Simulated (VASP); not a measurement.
# HfO2 (Fm-3m) in VASP: a series of runs

The runs below take HfO2 through relaxation of cell and atoms, single point, with LDA, RPBE, PBE, PBEsol.

Everything below comes from runs of VASP 6.6.1. Logs are shortened: lines on timing, memory, paths and dates and some standing lists are left out, and cuts for length are marked.

### 1 The cell of the first run

The structure is cubic, space group Fm-3m (No. 225). The conventional cell has a = 5.115 Å, b = 5.115 Å, c = 5.115 Å, α = 90.00°, β = 90.00°, γ = 90.00°. Within 2.9 Å of Hf (site symmetry m-3m) lie 8 O at 2.21 Å. Within 2.9 Å of O (site symmetry -43m) lie 4 Hf at 2.21 Å and 6 O at 2.56 Å.

### 2 Relaxation of cell and atoms, LDA

The input, INCAR:

```
PREC = Accurate
ENCUT = 600
EDIFF = 1E-6
ISMEAR = -1
SIGMA = 0.05
LREAL = False
LASPH = True
NELM = 100
ALGO = Normal
ISIF = 3
LWAVE = False
LCHARG = False
IBRION = 2
NSW = 60
EDIFFG = -0.01
```

The input, KPOINTS:

```
regular mesh
0
Gamma
  9 9 9
```

The input, POSCAR:

```
HfO2
1.0
    0.0000000000      2.5575000000      2.5575000000
    2.5575000000      0.0000000000      2.5575000000
    2.5575000000      2.5575000000      0.0000000000
Hf O
1 2
Direct
    0.0000000000      0.0000000000      0.0000000000
    0.7500000000      0.7500000000      0.7500000000
    0.2500000000      0.2500000000      0.2500000000
```

Potentials or basis: VASP PAW LDA potentials, release 64 (Hf_pv, O).

Command:

```
cat potpaw_LDA.64/Hf_pv/POTCAR potpaw_LDA.64/O/POTCAR > POTCAR
mpirun -np 1 vasp_std > vasp.out
```

OUTCAR:

```text
PREC = Accurate
   ENCUT = 600
   EDIFF = 1E-6
   ISMEAR = -1
   LREAL = False
   LASPH = True
   NELM = 100
   ISIF = 3
   IBRION = 2
   NSW = 60
   EDIFFG = -0.01

 ion  position               nearest neighbor table
   1  0.000  0.000  0.000-   2 2.21   2 2.21   2 2.21   2 2.21   3 2.21   3 2.21   3 2.21   3 2.21

   2  0.750  0.750  0.750-   1 2.21   1 2.21   1 2.21   1 2.21
   3  0.250  0.250  0.250-   1 2.21   1 2.21   1 2.21   1 2.21

  LATTYP: Found a face centered cubic cell.
 ALAT       =     5.1150000000

  Lattice vectors:

 A1 = (   0.0000000000,   2.5575000000,   2.5575000000)
 A2 = (   2.5575000000,   0.0000000000,   2.5575000000)
 A3 = (   2.5575000000,   2.5575000000,   0.0000000000)

Analysis of symmetry for initial positions (statically):
=====================================================================
 Subroutine PRICEL returns:
 Original cell was already a primitive cell.

 Routine SETGRP: Setting up the symmetry group for a
 face centered cubic supercell.

 Subroutine GETGRP returns: Found 48 space group operations
[... 9 lines left out ...]

 Routine SETGRP: Setting up the symmetry group for a
 face centered cubic supercell.

 Subroutine GETGRP returns: Found 48 space group operations
[... 11 lines left out ...]
                                     Primitive cell

  volume of cell :      33.4562

  direct lattice vectors                    reciprocal lattice vectors
     0.000000000  2.557500000  2.557500000    -0.195503421  0.195503421  0.195503421
     2.557500000  0.000000000  2.557500000     0.195503421 -0.195503421  0.195503421
     2.557500000  2.557500000  0.000000000     0.195503421  0.195503421 -0.195503421

  length of vectors
     3.616851186  3.616851186  3.616851186     0.338621859  0.338621859  0.338621859

  position of ions in fractional coordinates (direct lattice)
     0.000000000  0.000000000  0.000000000
     0.750000000  0.750000000  0.750000000
     0.250000000  0.250000000  0.250000000

  ion indices of the primitive-cell ions
   primitive index   ion index
                 1           1
                 2           2
                 3           3

----------------------------------------------------------------------------------------

 KPOINTS: regular mesh

Automatic generation of k-mesh.
 Grid dimensions read from file:
 generate k-points for:    9    9    9

[... 74 lines left out ...]
   NELECT =      22.0000    total number of electrons
   NUPDOWN=      -1.0000    fix difference up-down
   EMIN   =  10.00;   EMAX   =-10.00  energy-range for DOS
   EFERMI =   0.00;   METHOD = LEGACY
   ISMEAR =    -1;   SIGMA  =   0.05  broadening in eV -4-tet -1-fermi 0-gaus
   EFERMI_NEDOS =   21; number of points for ismear=-14 and -15
   IALGO  =     38    algorithm
   IMIX   =      4    mixing-type and parameters
     AMIX     =   0.40;   BMIX     =  1.00
     AMIX_MAG =   1.60;   BMIX_MAG =  1.00
  volume/ion in A,a.u.               =      11.15        75.26
  Fermi-wavevector in a.u.,A,eV,Ry     =   1.423607  2.690227 27.574337  2.026657
  Thomas-Fermi vector in A             =   2.544186
   LORBIT       =      0    0 simple, 1 ext, 2 COOP (PROOUT), +10 PAW based schemes
   GGA     = CA    functional components
   LHFCALC =     F    Hartree Fock is set to
   AEXX    =    0.0000 exact exchange contribution
   IVDW    =     0    specifies the selected vdW correction
   LEPSILON=     F    determine dielectric tensor
   LRPA    =     F    only Hartree local field effects (RPA)
 conjugate gradient relaxation of ions
 non-spin polarized calculation
  energy-cutoff  :      600.00
  volume of cell :       33.46
 maximum number of plane-waves:      1139
 NGX is ok and might be reduce to    30
   NGX = 15   NGY = 15   NGZ = 15

--------------------------------------- Ionic step        1  -------------------------------------------

 number of electron      21.9999993 magnetization

 Free energy of the ion-electron system (eV)
  ---------------------------------------------------
  ext. energy  EPLUGINS =         0.00000000
  ---------------------------------------------------
  free energy    TOTEN  =       -32.91610462 eV

  energy without entropy =      -32.91610462  energy(sigma->0) =      -32.91610462

------------------------ aborting loop because EDIFF is reached ----------------------------------------

  FORCE on cell =-STRESS in cart. coord.  units (eV):
  Direction    XX          YY          ZZ          XY          YZ          ZX
  --------------------------------------------------------------------------------------
  -------------------------------------------------------------------------------------
  Total       -4.0858281     -4.0858281     -4.0858281      0.0000000     -0.0000000      0.0000000
  in kB     -195.6652709   -195.6652709   -195.6652709      0.0000000     -0.0000000      0.0000000
  external PRESSURE =    -195.6652709 kB  Pullay stress =       0.0000000 kB
[... 98 lines left out ...]
--------------------------------------- Ionic step        4  -------------------------------------------

 number of electron      22.0000003 magnetization

 Free energy of the ion-electron system (eV)
  ---------------------------------------------------
  ext. energy  EPLUGINS =         0.00000000
  ---------------------------------------------------
  free energy    TOTEN  =       -33.08543758 eV

  energy without entropy =      -33.08543758  energy(sigma->0) =      -33.08543758

 E-fermi :   5.4804     XC(G=0): -12.5931

 val. band max:        4.4721978696   @ k =  -0.4444   0.4444   0.0000
 cond. band min:       8.3326173081   @ k =   0.4444   0.4444   0.0000
 fundamental gap:      3.8604194385
 Fermi energy:         5.4803878267

 k-point     1 :       0.0000    0.0000    0.0000
  band No.  band energies     occupation
      1     -24.7287      2.00000
      2     -24.7287      2.00000
      3     -24.7287      2.00000
      4     -14.2871      2.00000
      5     -10.8473      2.00000
      6      -1.2170      2.00000
      7      -1.2170      2.00000
      8      -1.2170      2.00000
      9       3.8888      2.00000
     10       3.8888      2.00000
     11       3.8888      2.00000
     12       8.3336      0.00000
     13       8.3336      0.00000
     14      10.6489      0.00000
[... 401 lines left out ...]
      2     -24.8869      2.00000
      3     -24.8869      2.00000
      4     -12.3196      2.00000
      5     -11.8023      2.00000
      6      -2.2508      2.00000
      7       0.7902      2.00000
      8       0.7902      2.00000
      9       3.0073      2.00000
     10       3.0073      2.00000
     11       4.2708      2.00000
     12       8.3326      0.00000
     13      10.0694      0.00000
     14      11.8486      0.00000
     15      13.1063      0.00000

 [... further k-points ...]
[... 5 lines left out ...]
  --------------------------------------------------------------------------------------
  -------------------------------------------------------------------------------------
  Total       -0.0291167     -0.0291167     -0.0291167      0.0000000      0.0000000     -0.0000000
  in kB       -1.5102418     -1.5102418     -1.5102418      0.0000000      0.0000000     -0.0000000
  external PRESSURE =      -1.5102418 kB  Pullay stress =       0.0000000 kB
[... 18 lines left out ...]
  FREE ENERGIE OF THE ION-ELECTRON SYSTEM (eV)
  ---------------------------------------------------
  free  energy   TOTEN  =       -33.0854375765 eV

  energy  without entropy=      -33.0854375764  energy(sigma->0) =      -33.08543758

 reached required accuracy - stopping structural energy minimisation
```

OSZICAR:

```text
N       E                     dE             d eps       ncg     rms          rms(c)
DAV:   1     0.104726177972E+03    0.10473E+03   -0.14083E+04  1050   0.162E+03
DAV:   2    -0.346894043347E+02   -0.13942E+03   -0.13591E+03  1337   0.335E+02
DAV:   3    -0.385964343902E+02   -0.39070E+01   -0.39035E+01  1372   0.552E+01
DAV:   4    -0.386165020567E+02   -0.20068E-01   -0.20066E-01  1330   0.432E+00
[... 33 lines left out ...]
DAV:   1    -0.330860220998E+02   -0.79491E-03   -0.14689E-02  1183   0.119E+00    0.404E-01
DAV:   2    -0.330855290788E+02    0.49302E-03   -0.22610E-03  1120   0.367E-01    0.126E-01
DAV:   3    -0.330854544438E+02    0.74635E-04   -0.11469E-04  1274   0.978E-02    0.880E-02
DAV:   4    -0.330854378161E+02    0.16628E-04   -0.56961E-05  1344   0.659E-02    0.612E-02
DAV:   5    -0.330854375765E+02    0.23960E-06   -0.31403E-06  1190   0.136E-02
   4 F= -.33085438E+02 E0= -.33085438E+02  d E =-.169333E+00
```

Run time: 76 s. Hardware: 1 thread of Intel Xeon 8259CL, shared host; peak memory 0.17 GiB.

Results:

* Free energy: -33.0854 eV
* Relaxed volume: 10.30 Å³/atom
* Relaxed cell: a = 3.522 Å, b = 3.522 Å, c = 3.522 Å, α = 60.00°, β = 60.00°, γ = 60.00°
* Space group after relaxing (to 0.05 Å): Fm-3m (No. 225)
* Energy gained by relaxing: 56.4 meV/atom
* Ionic steps: 4
* Pressure after relaxing: -0.2 GPa
* Band gap on the k mesh: 3.86 eV, indirect (least direct gap 3.99 eV)

The path:
```csv
step,energy change (eV),largest force (eV/Å),pressure (GPa),volume (Å³)
1,0.0000,0.0000,-19.57,33.46
2,0.3001,0.0000,46.73,27.29
3,-0.1691,0.0000,-0.79,30.96
4,-0.1693,0.0000,-0.15,30.89
```

Final structure:
```
Hf O
1.0
     0.00000    2.49034    2.49034
     2.49034    0.00000    2.49034
     2.49034    2.49034    0.00000
Hf O
1 2
Direct
  0.00000 0.00000 0.00000
  0.75000 0.75000 0.75000
  0.25000 0.25000 0.25000
```

Levels at points of the mesh, in eV from the valence-band top:
| k point | band 8 | band 9 | band 10 | band 11 | band 12 | band 13 | band 14 | band 15 |
| --- | --- | --- | --- | --- | --- | --- | --- | --- |
| (0.00, 0.00, 0.00) | -5.69 | -0.58 | -0.58 | -0.58 | 3.86 | 3.86 | 6.18 | 11.11 |

Caveat: spin-orbit coupling is left out, which moves the levels of the heavy elements. LDA usually gives volumes a few per cent too small.

### 3 Relaxation of cell and atoms, RPBE

The input, INCAR:

```
PREC = Accurate ; ENCUT = 600
EDIFF = 1E-7 ; ISMEAR = -1
SIGMA = 0.05 ; LREAL = F
LASPH = T ; NELM = 80
ALGO = Normal ; ISIF = 3
LWAVE = F ; LCHARG = F
GGA = RP ; IBRION = 2
NSW = 60 ; EDIFFG = -0.01
```

The input, KPOINTS:

```
Automatic mesh
0
Gamma
  9 9 9
```

POSCAR is that of step 2.

Potentials or basis: VASP PAW PBE potentials, release 64 (Hf_pv, O).

Command:

```
cat potpaw_PBE.64/Hf_pv/POTCAR potpaw_PBE.64/O/POTCAR > POTCAR
mpirun -np 1 vasp_std > vasp.out
```

It took 82 s on 1 thread of Intel Xeon 8259CL, shared host; peak memory 0.18 GiB.

The run converged. Its results:

* Free energy: -28.9133 eV
* Relaxed volume: 11.09 Å³/atom
* Relaxed cell: a = 3.610 Å, b = 3.610 Å, c = 3.610 Å, α = 60.00°, β = 60.00°, γ = 60.00°
* Space group after relaxing (to 0.05 Å): Fm-3m (No. 225)
* Energy gained by relaxing: 0.3 meV/atom
* Ionic steps: 3
* Pressure after relaxing: 0.0 GPa
* Band gap on the k mesh: 3.96 eV, indirect (least direct gap 4.07 eV)

The path:
| step | energy change (eV) | largest force (eV/Å) | pressure (GPa) | volume (Å³) |
| --- | --- | --- | --- | --- |
| 1 | 0.0000 | 0.0000 | -1.36 | 33.46 |
| 2 | 0.0007 | 0.0000 | 1.91 | 33.00 |
| 3 | -0.0008 | 0.0000 | 0.01 | 33.26 |

Final structure:
```yaml
crystal:
  lattice:
    - [0.00000, 2.55254, 2.55254]
    - [2.55254, 0.00000, 2.55254]
    - [2.55254, 2.55254, 0.00000]
  atoms:
    - { symbol: Hf, position: [0.00000, 0.00000, 0.00000] }
    - { symbol: O, position: [0.75000, 0.75000, 0.75000] }
    - { symbol: O, position: [0.25000, 0.25000, 0.25000] }
```

Levels at points of the mesh, in eV from the valence-band top:
```csv
k point,band 8,band 9,band 10,band 11,band 12,band 13,band 14,band 15
"(0.00, 0.00, 0.00)",-5.15,-0.54,-0.54,-0.54,3.96,3.96,5.88,10.23
```

Caveat: the PAW data sets were made with another functional, which shifts forces and pressure a little; spin-orbit coupling is left out, which moves the levels of the heavy elements. A k mesh can miss the band edges.

### 4 Single point, PBE, non-collinear spin, zero start, spin-orbit coupling

The input, INCAR:

```
SYSTEM = HfO2
  PREC = Accurate
  ENCUT = 520
  EDIFF = 1E-7
  ISMEAR = -1
  SIGMA = 0.05
  LREAL = .False.
  LASPH = .True.
  NELM = 150
  ALGO = Normal
  ISIF = 2
  LWAVE = .False.
  LCHARG = .True.
  MAGMOM = 0 0 0 0 0 0 0 0 0
  LORBIT = 11
  LSORBIT = .True.
  GGA_COMPAT = .False.
  LORBMOM = .True.
  LMAXMIX = 4
  GGA = PE
  LVHAR = .True.
  NBANDS = 35
```

The input, KPOINTS:

```
Automatic mesh
0
Gamma
  7 7 7
  0 0 0
```

POSCAR is that of step 3.

Command:

```
cat potpaw_PBE.64/Hf_pv/POTCAR potpaw_PBE.64/O/POTCAR > POTCAR
mpirun -np 1 vasp_ncl > vasp.out
```

Run time: 90 s. Hardware: 1 thread of Intel Xeon 8259CL, shared host; peak memory 0.26 GiB.

The run converged. Its results:

| Quantity | Value |
| --- | --- |
| Free energy | -30.8572 eV |
| Pressure | -5.9 GPa |
| Net moment | 0.00 μB per cell |
| Valence electrons inside the program's atomic spheres | Hf 8.20; O 5.10 |

Moments on the atoms (μB; x, y, z):
```
Hf  0.00 0.00 0.00
O   0.00 0.00 0.00
O   0.00 0.00 0.00
```

### 5 Single point, PBEsol, non-collinear spin, zero start, spin-orbit coupling

The input, INCAR:

```
SYSTEM = HfO2
PREC = Accurate
ENCUT = 520
EDIFF = 1E-6
ISMEAR = -1
SIGMA = 0.05
LREAL = .FALSE.
LASPH = .TRUE.
NELM = 150
ALGO = Normal
ISIF = 2
LWAVE = .FALSE.
LCHARG = .TRUE.
MAGMOM = 0 0 0 0 0 0 0 0 0
LORBIT = 11
LSORBIT = .TRUE.
GGA_COMPAT = .FALSE.
LORBMOM = .TRUE.
LMAXMIX = 4
GGA = PS
LVHAR = .TRUE.
NBANDS = 35
```

The input, KPOINTS:

```
Automatic mesh
0
G
  7 7 7
  0 0 0
```

POSCAR is that of step 4.

Command:

```
cat potpaw_PBE.64/Hf_pv/POTCAR potpaw_PBE.64/O/POTCAR > POTCAR
mpirun -np 1 vasp_ncl > vasp.out
```

Run time: 87 s. Hardware: 1 thread of Intel Xeon 8259CL, shared host; peak memory 0.26 GiB.

The run converged. Its results:

```yaml
Free_energy: -32.1857 eV
Pressure: -13.4 GPa
Net_moment: 0.00 μB per cell
Valence_electrons_inside_the_program's_atomic_spheres: Hf 8.23; O 5.07
```

Moments on the atoms (μB; x, y, z):
```
Hf  0.00 0.00 0.00
O   0.00 0.00 0.00
O   0.00 0.00 0.00
```

Caveat: the PAW data sets were made with another functional, which shifts forces and pressure a little.

### 6 Single point, PBE, collinear spin, ferromagnetic start

The input, INCAR:

```
SYSTEM = HfO2
ALGO = Normal
EDIFF = 1E-6
ENCUT = 520
GGA = PE
ISIF = 2
ISMEAR = -1
ISPIN = 2
LASPH = .TRUE.
LCHARG = .FALSE.
LMAXMIX = 4
LORBIT = 11
LREAL = .FALSE.
LWAVE = .FALSE.
MAGMOM = -0.17 0 0
NBANDS = 22
NELM = 150
PREC = Accurate
SIGMA = 0.05
```

The input, KPOINTS:

```
k-points
0
G
  9 9 9
  0 0 0
```

POSCAR is that of step 5.

Potentials or basis: VASP PAW PBE potentials, release 64 (Hf_pv, O).

Command:

```
cat potpaw_PBE.64/Hf_pv/POTCAR potpaw_PBE.64/O/POTCAR > POTCAR
mpirun -np 1 vasp_std > vasp.out
```

Run time: 66 s. Hardware: 1 thread of AMD EPYC 7R43 (Zen 3), shared host; peak memory 0.16 GiB.

Results (log left out):

* Free energy: -30.2336 eV
* Pressure: -5.9 GPa
* Band gap on the k mesh: 3.83 eV, indirect (least direct gap 3.95 eV)
* Net moment: 0.00 μB per cell
* Valence electrons inside the program's atomic spheres: Hf 8.15; O 5.10

Levels at points of the mesh, in eV from the valence-band top:
Spin up:
| k point | band 7 | band 8 | band 9 | band 10 | band 11 | band 12 | band 13 | band 14 | band 15 | band 16 |
| --- | --- | --- | --- | --- | --- | --- | --- | --- | --- | --- |
| (0.00, 0.00, 0.00) | -5.13 | -5.13 | -0.54 | -0.54 | -0.54 | 3.87 | 3.87 | 5.67 | 10.14 | 10.14 |
Spin down:
| k point | band 9 | band 10 | band 11 | band 12 | band 13 | band 14 |
| --- | --- | --- | --- | --- | --- | --- |
| (0.00, 0.00, 0.00) | -0.54 | -0.54 | -0.54 | 3.87 | 3.87 | 5.67 |

Caveat: spin-orbit coupling is left out, which moves the levels of the heavy elements. A k mesh can miss the band edges.

### 7 The runs side by side

```tsv
task	level	potentials or basis	spin	cell	k mesh	cutoff (eV)	gap on the mesh (eV)	pressure (GPa)	moment (μB)	relaxed volume (Å³/atom)
relaxation of cell and atoms	LDA	VASP PAW LDA potentials, release 64 (Hf_pv, O)	off	relaxed	9 × 9 × 9	600	3.86	-0.2	-	10.30
relaxation of cell and atoms	RPBE	VASP PAW PBE potentials, release 64 (Hf_pv, O)	off	relaxed	9 × 9 × 9	600	3.96	0.0	-	11.09
single point	PBE	VASP PAW PBE potentials, release 64 (Hf_pv, O)	non-collinear, zero start, SOC	as given	7 × 7 × 7	520	-	-5.9	0.00	-
single point	PBEsol	VASP PAW PBE potentials, release 64 (Hf_pv, O)	non-collinear, zero start, SOC	as given	7 × 7 × 7	520	-	-13.4	0.00	-
single point	PBE	VASP PAW PBE potentials, release 64 (Hf_pv, O)	collinear, ferromagnetic start	as given	9 × 9 × 9	520	3.83	-5.9	0.00	-
```

Alike in all rows: smearing fermi-dirac 0.05 eV.

Caveats: spin-orbit coupling is left out, which moves the levels of the heavy elements (some runs); the PAW data sets were made with another functional, which shifts forces and pressure a little (some runs).

Total energies depend on the potentials used, so only differences within one code and one set of settings carry meaning.
